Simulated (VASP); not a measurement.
# K (Im-3m) in VASP: notebook

K is run at these levels: PBEsol, r2SCAN; tasks: single point.

Program: VASP 6.6.1. These are calculated values, not measurements. Logs are shortened: lines on timing, memory, paths and dates and some standing lists are left out, and cuts for length are marked.

## Step 1: The cell of the first run

Symmetry: Im-3m, No. 229, cubic system. The conventional cell has a = 5.200 Å, b = 5.200 Å, c = 5.200 Å, α = 90.00°, β = 90.00°, γ = 90.00°.

## Step 2: Single point, PBEsol

Input file INCAR:

```
PREC = Accurate
ENCUT = 520
EDIFF = 1E-6
ISMEAR = -1
SIGMA = 0.05
LREAL = False
LASPH = True
NELM = 100
ALGO = Normal
ISIF = 2
LWAVE = False
LCHARG = False
GGA = PS
NBANDS = 10
```

Input file KPOINTS:

```
regular mesh
0
Gamma
  8 8 8
```

Input file POSCAR:

```
K
1.0
   -2.6000000000      2.6000000000      2.6000000000
    2.6000000000     -2.6000000000      2.6000000000
    2.6000000000      2.6000000000     -2.6000000000
K
1
Direct
    0.0000000000      0.0000000000      0.0000000000
```

Potentials or basis: VASP PAW PBE potentials, release 64 (K_sv).

Run with:

```
$ cat potpaw_PBE.64/K_sv/POTCAR > POTCAR
$ mpirun -np 1 vasp_std > vasp.out
```

OUTCAR:

```text
PREC = Accurate
   ENCUT = 520
   EDIFF = 1E-6
   ISMEAR = -1
   LREAL = False
   LASPH = True
   NELM = 100
   ISIF = 2
   GGA = PS

 ion  position               nearest neighbor table
   1  0.000  0.000  0.000-

  LATTYP: Found a body centered cubic cell.
 ALAT       =     5.2000000000

  Lattice vectors:

 A1 = (  -2.6000000000,   2.6000000000,   2.6000000000)
 A2 = (   2.6000000000,  -2.6000000000,   2.6000000000)
 A3 = (   2.6000000000,   2.6000000000,  -2.6000000000)

Analysis of symmetry for initial positions (statically):
=====================================================================
 Subroutine PRICEL returns:
 Original cell was already a primitive cell.

 Routine SETGRP: Setting up the symmetry group for a
 body centered cubic supercell.

 Subroutine GETGRP returns: Found 48 space group operations
 (whereof 48 operations were pure point group operations)
 out of a pool of 48 trial point group operations.

The static configuration has the point symmetry O_h .

Analysis of symmetry for dynamics (positions and initial velocities):
=====================================================================
 Subroutine PRICEL returns:
 Original cell was already a primitive cell.

 Routine SETGRP: Setting up the symmetry group for a
 body centered cubic supercell.

 Subroutine GETGRP returns: Found 48 space group operations
 (whereof 48 operations were pure point group operations)
 out of a pool of 48 trial point group operations.

The dynamic configuration has the point symmetry O_h .

 Subroutine INISYM returns: Found 48 space group operations
 (whereof 48 operations are pure point group operations),
 and found     1 'primitive' translations

----------------------------------------------------------------------------------------

                                     Primitive cell

  volume of cell :      70.3040

  direct lattice vectors                    reciprocal lattice vectors
    -2.600000000  2.600000000  2.600000000     0.000000000  0.192307692  0.192307692
     2.600000000 -2.600000000  2.600000000     0.192307692  0.000000000  0.192307692
     2.600000000  2.600000000 -2.600000000     0.192307692  0.192307692  0.000000000

  length of vectors
     4.503332100  4.503332100  4.503332100     0.271964147  0.271964147  0.271964147

  position of ions in fractional coordinates (direct lattice)
     0.000000000  0.000000000  0.000000000

  ion indices of the primitive-cell ions
   primitive index   ion index
                 1           1

----------------------------------------------------------------------------------------

 KPOINTS: regular mesh

Automatic generation of k-mesh.
 Grid dimensions read from file:
 generate k-points for:    8    8    8

 Generating k-lattice:

  Cartesian coordinates                     Fractional coordinates (reciprocal lattice)
     0.000000000  0.024038462  0.024038462     0.125000000  0.000000000  0.000000000
     0.024038462  0.000000000  0.024038462     0.000000000  0.125000000  0.000000000
     0.024038462  0.024038462  0.000000000     0.000000000  0.000000000  0.125000000

  Length of vectors
     0.033995518  0.033995518  0.033995518

  Shift w.r.t. Gamma in fractional coordinates (k-lattice)
     0.000000000  0.000000000  0.000000000

 Subroutine IBZKPT returns following result:
 ===========================================

 Found     29 irreducible k-points:

 Following reciprocal coordinates:
            Coordinates               Weight
  0.000000  0.000000  0.000000      1.000000
  0.125000  0.000000  0.000000     12.000000
  0.250000  0.000000  0.000000     12.000000
  0.375000  0.000000  0.000000     12.000000
  0.500000  0.000000  0.000000      6.000000
  0.125000  0.125000  0.000000     24.000000
[... 16 lines left out ...]
 -0.250000  0.250000  0.250000      6.000000
 -0.375000  0.375000  0.250000     24.000000
 [... further k-points ...]
   k-points           NKPTS =     29   k-points in BZ     NKDIM =     29   number of bands    NBANDS=     10
   number of dos      NEDOS =    301   number of ions     NIONS =      1
   total plane-waves  NPLWV =  46656
   dimension x,y,z NGX =    36 NGY =   36 NGZ =   36
   dimension x,y,z NGXF=    72 NGYF=   72 NGZF=   72
   ions per type =               1
   NGX,Y,Z   is equivalent  to a cutoff of  13.29, 13.29, 13.29 a.u.
   NGXF,Y,Z  is equivalent  to a cutoff of  26.58, 26.58, 26.58 a.u.
 SYSTEM =  unknown system
   PREC   = accura    normal or accurate (medium, high low for compatibility)
   ISTART =      0    job   : 0-new  1-cont  2-samecut
   ICHARG =      2    charge: 1-file 2-atom 10-const
   ISPIN  =      1    spin polarized calculation?
   LNONCOLLINEAR =      F non collinear calculations
   LSORBIT =      F    spin-orbit coupling
   LASPH  =      T    aspherical Exc in radial PAW
   ENCUT  =  520.0 eV  38.22 Ry    6.18 a.u.   8.37  8.37  8.37*2*pi/ulx,y,z
   NELM   =    100;   NELMIN=  2; NELMDL= -5     # of ELM steps
   EDIFF  = 0.1E-05   stopping-criterion for ELM
   LREAL  =      F    real-space projection
   EDIFFG = 0.1E-04   stopping-criterion for IOM
   NSW    =      0    number of steps for IOM
   IBRION =     -1    ionic relax: 0-MD 1-quasi-New 2-CG
   NFREE  =      0    steps in history (QN), initial steepest desc. (CG)
   ISIF   =      2    stress and relaxation
   ISYM   =      2    0-nonsym 1-usesym 2-fastsym
   POTIM  = 0.5000    time-step for ionic-motion
   TEBEG  =    0.0;   TEEND  =   0.0 temperature during run
   PSTRESS=    0.0 pullay stress
   NELECT =       9.0000    total number of electrons
   NUPDOWN=      -1.0000    fix difference up-down
   EMIN   =  10.00;   EMAX   =-10.00  energy-range for DOS
   EFERMI =   0.00;   METHOD = LEGACY
   ISMEAR =    -1;   SIGMA  =   0.05  broadening in eV -4-tet -1-fermi 0-gaus
   EFERMI_NEDOS =   21; number of points for ismear=-14 and -15
   IALGO  =     38    algorithm
   IMIX   =      4    mixing-type and parameters
     AMIX     =   0.40;   BMIX     =  1.00
     AMIX_MAG =   1.60;   BMIX_MAG =  1.00
  volume/ion in A,a.u.               =      70.30       474.43
  Fermi-wavevector in a.u.,A,eV,Ry     =   0.825079  1.559174  9.262244  0.680756
  Thomas-Fermi vector in A             =   1.936876
   LORBIT       =      0    0 simple, 1 ext, 2 COOP (PROOUT), +10 PAW based schemes
   GGA     = PS    functional components
   LHFCALC =     F    Hartree Fock is set to
   AEXX    =    0.0000 exact exchange contribution
   IVDW    =     0    specifies the selected vdW correction
   LEPSILON=     F    determine dielectric tensor
   LRPA    =     F    only Hartree local field effects (RPA)
 non-spin polarized calculation
  energy-cutoff  :      520.00
  volume of cell :       70.30
 maximum number of plane-waves:      1926
 NGX is ok and might be reduce to    36
   NGX = 17   NGY = 17   NGZ = 17

 number of electron       8.9999999 magnetization

 Free energy of the ion-electron system (eV)
  ---------------------------------------------------
  ext. energy  EPLUGINS =         0.00000000
  ---------------------------------------------------
  free energy    TOTEN  =        -1.13134755 eV

  energy without entropy =       -1.12231298  energy(sigma->0) =       -1.12683026

 E-fermi :  -0.0352     XC(G=0):  -5.8099

 val. band max:       -0.1036025017   @ k =   0.2500   0.2500   0.0000
 cond. band min:       0.0447345229   @ k =   0.3750   0.1250   0.0000
 fundamental gap:      0.1483370246
 Fermi energy:        -0.0351908456

 k-point     1 :       0.0000    0.0000    0.0000
  band No.  band energies     occupation
      1     -32.0336      2.00000
      2     -15.5400      2.00000
      3     -15.5400      2.00000
      4     -15.5400      2.00000
      5      -2.2923      2.00000
      6       4.2703      0.00000
      7       4.2703      0.00000
      8       4.2703      0.00000
      9       5.2203      0.00000
     10       5.2203      0.00000

 k-point     2 :       0.1250    0.0000    0.0000
  band No.  band energies     occupation
      1     -32.0328      2.00000
      2     -15.5520      2.00000
      3     -15.5440      2.00000
      4     -15.5400      2.00000
      5      -2.0915      2.00000
      6       3.9324      0.00000
      7       4.0283      0.00000
      8       4.4340      0.00000
      9       4.9798      0.00000
     10       5.1768      0.00000

 k-point     3 :       0.2500    0.0000    0.0000
  band No.  band energies     occupation
      1     -32.0310      2.00000
      2     -15.5807      2.00000
      3     -15.5535      2.00000
      4     -15.5400      2.00000
      5      -1.5106      2.00000
      6       2.8977      0.00000
      7       3.5787      0.00000
      8       4.9140      0.00000
      9       5.0356      0.00000
     10       5.1765      0.00000

 k-point     4 :       0.3750    0.0000    0.0000
  band No.  band energies     occupation
      1     -32.0291      2.00000
      2     -15.6090      2.00000
      3     -15.5630      2.00000
      4     -15.5400      2.00000
      5      -0.6147      1.99998
      6       1.7132      0.00000
      7       3.2331      0.00000
      8       5.0294      0.00000
      9       5.3847      0.00000
     10       5.6785      0.00000
[... 222 lines left out ...]
 k-point    22 :       0.2500    0.2500    0.2500
  band No.  band energies     occupation
      1     -32.0281      2.00000
      2     -15.5793      2.00000
      3     -15.5793      2.00000
      4     -15.5793      2.00000
      5       1.4159      0.00000
      6       1.4159      0.00000
      7       1.4159      0.00000
      8       3.1490      0.00000
      9       5.8501      0.00000
     10       5.8501      0.00000

 k-point    23 :      -0.2500    0.2500    0.2500
  band No.  band energies     occupation
      1     -32.0287      2.00000
      2     -15.5818      2.00000
      3     -15.5680      2.00000
      4     -15.5680      2.00000
      5      -0.7814      2.00000
      6       2.8125      0.00000
      7       3.5057      0.00000
      8       3.5057      0.00000
      9       5.1276      0.00000
     10       5.1602      0.00000

 k-point    24 :      -0.3750    0.3750    0.2500
  band No.  band energies     occupation
      1     -32.0270      2.00000
      2     -15.6001      2.00000
      3     -15.5783      2.00000
      4     -15.5701      2.00000
      5       0.0450      0.33483
      6       2.0127      0.00000
      7       3.3767      0.00000
      8       3.4065      0.00000
      9       4.6345      0.00000
     10       5.7225      0.00000

 [... further k-points ...]
[... 5 lines left out ...]
  --------------------------------------------------------------------------------------
  -------------------------------------------------------------------------------------
  Total        0.0148055      0.0148055      0.0148055     -0.0000000     -0.0000000     -0.0000000
  in kB        0.3374077      0.3374077      0.3374077     -0.0000000     -0.0000000     -0.0000000
  external PRESSURE =       0.3374077 kB  Pullay stress =       0.0000000 kB

 VOLUME and BASIS-vectors are now :
 -----------------------------------------------------------------------------
  energy-cutoff  :      520.00
  volume of cell :       70.30
      direct lattice vectors                 reciprocal lattice vectors
    -2.600000000  2.600000000  2.600000000     0.000000000  0.192307692  0.192307692
     2.600000000 -2.600000000  2.600000000     0.192307692  0.000000000  0.192307692
     2.600000000  2.600000000 -2.600000000     0.192307692  0.192307692  0.000000000

 POSITION                                       TOTAL-FORCE (eV/Angst)
 -----------------------------------------------------------------------------------
      0.00000      0.00000      0.00000         0.000000      0.000000     -0.000000
 -----------------------------------------------------------------------------------
    total drift:                               -0.000000     -0.000000      0.000000

  FREE ENERGIE OF THE ION-ELECTRON SYSTEM (eV)
  ---------------------------------------------------
  free  energy   TOTEN  =        -1.1313475494 eV

  energy  without entropy=       -1.1223129788  energy(sigma->0) =       -1.12683026
```

It took 24 s on 1 thread of AMD EPYC 7R13 (Zen 3), shared host; peak memory 0.17 GiB.

What came out:

- Free energy: -1.1313 eV
- Pressure: 0.0 GPa

Caveat: the PAW data sets were made with another functional, which shifts forces and pressure a little.

## Step 3: Single point, r2SCAN

POSCAR is that of step 2.

Input file INCAR.step1:

```
ALGO     = Normal         # electronic algorithm
EDIFF    = 1E-4           # SCF threshold, eV
ENCUT    = 520            # plane-wave cutoff, eV
GGA      = PE             # functional
ISMEAR   = -1             # smearing method
LASPH    = T              # aspherical terms in the spheres
LCHARG   = F              # write CHGCAR
LREAL    = F              # projectors in reciprocal space
LWAVE    = T              # write WAVECAR
NBANDS   = 10             # bands
NELM     = 100            # most SCF steps
PREC     = Accurate       # precision mode
SIGMA    = 0.05           # smearing width, eV
```

Input file INCAR.step2:

```
ALGO     = Normal         # electronic algorithm
EDIFF    = 1E-7           # SCF threshold, eV
ENCUT    = 520            # plane-wave cutoff, eV
ISIF     = 2              # what is computed and relaxed
ISMEAR   = -1             # smearing method
ISTART   = 1            
LASPH    = T              # aspherical terms in the spheres
LCHARG   = T              # write CHGCAR
LELF     = T              # ELF
LMIXTAU  = T            
LREAL    = F              # projectors in reciprocal space
LVHAR    = T            
LWAVE    = F              # write WAVECAR
METAGGA  = R2SCAN         # meta-GGA
NBANDS   = 10             # bands
NELM     = 100            # most SCF steps
PREC     = Accurate       # precision mode
SIGMA    = 0.05           # smearing width, eV
```

Input file KPOINTS:

```
k-points
0
Gamma
  8 8 8
```

Potentials or basis: VASP PAW PBE potentials, release 64 (K_sv).

Run with:

```
$ cat potpaw_PBE.64/K_sv/POTCAR > POTCAR
$ cp INCAR.step1 INCAR
$ mpirun -np 1 vasp_std > vasp.out
$ cp INCAR.step2 INCAR
$ mpirun -np 1 vasp_std > vasp.out
```

Wall time 2 min (1 thread of AMD EPYC 7R13 (Zen 3), shared host); peak memory 0.18 GiB.

Results (log left out):

```yaml
Free_energy: -6.0031 eV
Pressure: 0.3 GPa
```

Levels at points of the mesh, in eV from the Fermi level:
```csv
k point,band 1,band 2,band 3,band 4,band 5,band 6,band 7,band 8,band 9
"(0.00, 0.00, 0.00)",-33.66,-16.33,-16.33,-16.33,-2.40,4.76,4.76,4.76,5.75
"(0.50, 0.00, 0.00)",-33.66,-16.41,-16.36,-16.33,0.53,0.63,3.47,5.49,6.33
"(0.50, 0.50, 0.50)",-33.65,-16.39,-16.39,-16.39,1.71,1.71,3.87,3.87,3.87
```

Caveat: the PAW data sets were made with another functional, which shifts forces and pressure a little.
